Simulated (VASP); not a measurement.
Set up this calculation in VASP 6.6.1, as the native input.

| Item | Value |
| --- | --- |
| Task | single point |
| Functional | revPBE |
| Dispersion | D3(BJ) |
| Potentials or basis | VASP PAW PBE potentials, release 64 (W_sv) |
| Cutoff | 520 eV |
| k mesh | 9 × 8 × 9 |
| Occupations | gaussian, width 0.05 eV |
| Spin | non-collinear spin, typed start |
| Starting moments | [[0.354, 0.354, 0.0]] μB |
| Dipole correction | no |
| Further INCAR settings | ALGO = Normal; EDIFF = 1e-06; NBANDS = 25 |

The structure of W lies in POSCAR:

```
W
1.0
   -0.0249190000      2.0371060000      2.0029870000
    2.0337060000     -0.0475600000      2.0256280000
    1.9899740000      2.0160150000     -0.0038270000
W
1
Direct
    0.0057590000     -0.0039490000     -0.0015760000
```

This cell differs from its parent crystal: the cell strained at random.

The input as run:

INCAR

```
SYSTEM = W
ALGO     = Normal         ! electronic algorithm
EDIFF    = 1E-6           ! SCF threshold, eV
ENCUT    = 520            ! plane-wave cutoff, eV
GGA      = RE             ! functional
ISIF     = 2              ! what is computed and relaxed
ISMEAR   = 0              ! smearing method
IVDW     = 12             ! dispersion correction
LASPH    = .True.         ! aspherical terms in the spheres
LCHARG   = .True.         ! write CHGCAR
LMAXMIX  = 4              ! l up to which the mixer works
LNONCOLLINEAR= .True.         ! non-collinear magnetism
LORBIT   = 11             ! projections on sites
LREAL    = .False.        ! projectors in reciprocal space
LVHAR    = .True.       
LWAVE    = .False.        ! write WAVECAR
MAGMOM   = 0.354 0.354 0  ! initial moments
NBANDS   = 25             ! bands
NELM     = 150            ! most SCF steps
PREC     = Accurate       ! precision mode
SIGMA    = 0.05           ! smearing width, eV
```

KPOINTS

```
k-points
0
Gamma
  9 8 9
  0 0 0
```

Potentials or basis: VASP PAW PBE potentials, release 64 (W_sv).

Launch:

```console
$ cat potpaw_PBE.64/W_sv/POTCAR > POTCAR
$ mpirun -np 1 vasp_ncl > vasp.out
```

Results of the run:

```yaml
Pressure: -13.9 GPa
Band_gap_on_the_k_mesh: zero (bands 14 and 15 overlap by 3.07 eV)
Net_moment: 0.00 μB per cell
Valence_electrons_inside_the_program's_atomic_spheres: W 11.99
Dispersion_energy_per_atom: -1.182 eV
```

Caveat: the cell differs from its parent crystal (the cell strained at random); the cell stands under tension; the PAW data sets were made with another functional, which shifts forces and pressure a little; spin-orbit coupling is left out, which moves the levels of the heavy elements.

Wall time 8.7 min on 1 thread of Oxide Virtual Turin-like Processor, on a shared host, peak memory 0.31 GiB.
